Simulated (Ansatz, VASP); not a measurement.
**Two plane-wave programs on GaN**

File INCAR:

```
  ALGO = Normal
  EDIFF = 1E-6
  EDIFFG = -0.01
  ENCUT = 600
  GGA = PS
  IBRION = 2
  ISIF = 3
  ISMEAR = 0
  LASPH = T
  LCHARG = F
  LREAL = F
  LWAVE = F
  NELM = 60
  NSW = 65
  PREC = Accurate
  SIGMA = 0.02
```

The input KPOINTS:

```
k-points
0
Gamma
  12 12 4
```

Contents of POSCAR:

```
GaN
1.0
    3.1826870465      0.0000000000      0.0000000000
   -1.5913435232      2.7562878346      0.0000000000
    0.0000000000      0.0000000000      7.7786995161
Ga N
3 3
Direct
    0.0000000000      0.0000000000      0.0000000000
    0.3333333333      0.6666666667      0.3333333333
    0.6666666667      0.3333333333      0.6666666667
    0.0000000000      0.0000000000      0.2500000000
    0.3333333333      0.6666666667      0.5833333333
    0.6666666667      0.3333333333      0.9166666667
```

Input for Ansatz:

```yaml
crystal:
  lattice:
    - [3.1826870481, 0.0, 0.0]
    - [-1.5913435241, 2.756287836, 0.0]
    - [0.0, 0.0, 7.7786994998]
  atoms:
    - { symbol: Ga, position: [0.0, 0.0, 0.0] }
    - { symbol: "N", position: [0.0, 0.0, 0.25] }
    - { symbol: Ga, position: [0.3333333333, 0.6666666667, 0.3333333333] }
    - { symbol: "N", position: [0.3333333333, 0.6666666667, 0.5833333333] }
    - { symbol: Ga, position: [0.6666666667, 0.3333333333, 0.6666666667] }
    - { symbol: "N", position: [0.6666666667, 0.3333333333, 0.9166666667] }
basis:
  ecutwfc: 420
kpoints:
  mp_grid: { grid: [12, 12, 4] }
hamiltonian:
  xc: pbesol
scf:
  occupations: { method: gaussian, width: 0.02 }
output:
  forces: true
  stress: true
  eigenvalues: true
  populations: true
relax:
  adjacent_minimum: "off"
  f_tol: 0.01
  max_steps: 45
  cell: { stress_tol: 0.05 }
```

Alike in both runs: task relaxation of cell and atoms; functional PBEsol; k mesh 12 × 12 × 4; occupations gaussian, width 0.02 eV; no spin polarisation.

```csv
,VASP,Ansatz
version,VASP 6.6.1,Ansatz 0.2.0
potentials or method,"VASP PAW PBE potentials, release 64 (Ga_d, N), cutoff 600 eV","scalar-relativistic, plane waves, PAW"
valence electrons in the cell,54,54
```

|  | VASP | Ansatz | Ansatz less VASP |
| --- | --- | --- | --- |
| gap on the k mesh at the Fermi level, each at its own relaxed structure (eV) | 1.73 | 1.70 | -0.028 |
| relaxed volume (Å³/atom) | 11.36 | 11.38 | +0.021 |
| relaxed cell length with the largest relative difference (Å) | 7.785 | 7.791 | +0.0060 |

VASP's potentials were made for PBE, not for PBEsol.
